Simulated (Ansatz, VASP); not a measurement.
## Be3Se2O: VASP beside Ansatz

```
Be Se O
1.0
     5.45615    0.00000    0.00000
    -2.72808    4.72517    0.00000
     0.00000    0.00000    3.33938
Be Se O
3 2 1
Direct
  0.00000 0.50000 0.02781
  0.50000 0.00000 0.02781
  0.50000 0.50000 0.02781
  0.66667 0.33333 0.52860
  0.33333 0.66667 0.52860
  0.00000 0.00000 0.02937
```

Change from the starting cell: species swapped into the NaSn2Pd3 type (P6mm, No. 183).

Alike in both runs: functional PBE; k mesh 3 × 3 × 3; occupations gaussian, width 0.15 eV; no spin polarisation.

Ansatz relaxed the structure, and its values are those at the end. VASP's run is a single point on that final structure, the one shown.

|  | VASP | Ansatz |
| --- | --- | --- |
| version | VASP 6.6.1 | Ansatz 0.2.0 |
| potentials or method | VASP PAW PBE potentials, release 64 (Be, Se, O), cutoff 600 eV | scalar-relativistic, plane waves, PAW |
| valence electrons in the cell | 24 | 44 |

|  | VASP | Ansatz | Ansatz less VASP |
| --- | --- | --- | --- |
| gap on the k mesh at the Fermi level (eV) | none | none | - |
| pressure (GPa) | 0.2 | 0.0 | -0.14 |

A gap of «none» marks a metal or a gap that the smearing closes. VASP's potentials hold 24 valence electrons a cell and Ansatz's 44, so a difference there can come from the potentials and not from the codes.

The k mesh is coarse, so the values compare programs but aren't converged.
